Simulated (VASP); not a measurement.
Runs of VASP 6.6.1 on AlP. The structure is that of space group F-43m (No. 216), or close to it. The cells are those of the table. 

```tsv
task	cell	k mesh	smearing	gap on the mesh (eV)	pressure (GPa)
single point	a = 3.594 Å, angles 60.0°, 2 atoms	10 × 10 × 10	gaussian 0.02 eV	0.93	(b)
single point	a = 3.916 Å, angles 60.0°, 2 atoms	8 × 8 × 8	gaussian 0.02 eV	1.52	-3.0
single point	a = 3.827 Å, angles 60.0°, 2 atoms	8 × 8 × 8	gaussian 0.02 eV	1.38	(c)
relaxation of cell and atoms	relaxed to 60 GPa from a = 3.499 Å, angles 60.0°, 2 atoms	10 × 10 × 10	gaussian 0.02 eV	0.54	59.9
relaxation of cell and atoms	relaxed to 8 GPa from a = 3.765 Å, angles 60.0°, 2 atoms	8 × 8 × 8	gaussian 0.02 eV	1.29	8.0
single point	a = 3.768 Å, angles 60.0°, 2 atoms	8 × 8 × 8	gaussian 0.02 eV	1.28	8.1
single point	a = 3.870 Å, angles 60.0°, 2 atoms	6 × 6 × 6	gaussian 0.1 eV	(a)	(d)
```

Alike in all rows: level PBEsol; potentials or basis VASP PAW PBE potentials, release 64 (Al, P); no spin polarisation; cutoff (eV) 500.

Fill in the values left out.

(a) 1.45; (b) 30.1; (c) 3.0; (d) 0.0.

Caveats: the PAW data sets were made with another functional, which shifts forces and pressure a little; the cell is relaxed towards a set pressure, so the enthalpy falls and the energy may rise (some runs).

A k mesh can miss the band edges.
